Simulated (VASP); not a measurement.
Here is a VASP 6.6.1 calculation.

The input INCAR:

```
PREC     = Accurate       # precision mode
ENCUT    = 520            # plane-wave cutoff, eV
EDIFF    = 1E-7           # SCF threshold, eV
ISMEAR   = -1             # smearing method
SIGMA    = 0.02           # smearing width, eV
LREAL    = Auto         
LASPH    = True           # aspherical terms in the spheres
NELM     = 60             # most SCF steps
ALGO     = Normal         # electronic algorithm
ISIF     = 2              # what is computed and relaxed
LWAVE    = False          # write WAVECAR
LCHARG   = False          # write CHGCAR
GGA      = CA             # functional
NBANDS   = 46             # bands
NELECT   = 64.0
```

The input KPOINTS:

```
regular mesh
0
Gamma
  2 2 2
```

The input POSCAR:

```
Mg8HO8
1.0
    0.0000000000      4.2993000000      4.2993000000
    4.2993000000      0.0000000000      4.2993000000
    4.2993000000      4.2993000000      0.0000000000
Mg O H
8 8 1
Direct
   -0.0229826949      0.0211714698      0.0203985533
   -0.0003528481      0.0122103598      0.4988630707
   -0.0003707580      0.4996622706      0.0114169749
    0.0039226153      0.5039512246      0.5031790059
    0.5009950457      0.0010241202      0.0002388761
    0.5211698416      0.0211991487      0.4762611355
    0.5211363478      0.4770519619      0.0203929709
    0.5121817505      0.4996778545      0.4988605122
    0.2569153118      0.2525122694      0.2517451678
    0.2530014188      0.2473984137      0.7522301305
    0.2529916498      0.7530221199      0.2466303817
    0.2509335241      0.7509577140      0.7502189891
    0.7563262624      0.2563599888      0.2555514851
    0.7524900565      0.2525175028      0.7561660038
    0.7524840090      0.7569447352      0.2517445863
    0.7473737585      0.7530304933      0.7522289675
    0.3173457307      0.8173924825     -0.1834602145
```

Potentials or basis: VASP PAW LDA potentials, release 64 (Mg, O, H).

The run is started by

```bash
$ cat potpaw_LDA.64/Mg/POTCAR potpaw_LDA.64/O/POTCAR potpaw_LDA.64/H/POTCAR > POTCAR
$ mpirun -np 1 vasp_std > vasp.out
```

Q: Estimate the largest force.

A: 0.194 eV/Å.

Forces on the atoms (eV/Å):
```
Mg   0.014 -0.002 -0.002
Mg   0.000 -0.010 -0.001
Mg   0.000  0.000 -0.010
Mg  -0.005 -0.005 -0.005
Mg   0.004  0.004  0.004
Mg  -0.003 -0.003  0.014
Mg  -0.002  0.014 -0.002
Mg  -0.009  0.000 -0.001
O    0.002 -0.004 -0.004
O   -0.002  0.010 -0.001
O   -0.001 -0.001  0.007
O   -0.113 -0.113 -0.110
O    0.004  0.004  0.003
O   -0.004 -0.004  0.002
O   -0.003  0.002 -0.004
O    0.009 -0.002 -0.001
H    0.111  0.111  0.111
```

Caveat: the k points lie up to 0.63 Å⁻¹ apart; the cell carries a net charge on a neutralising background, which shifts energy and pressure.
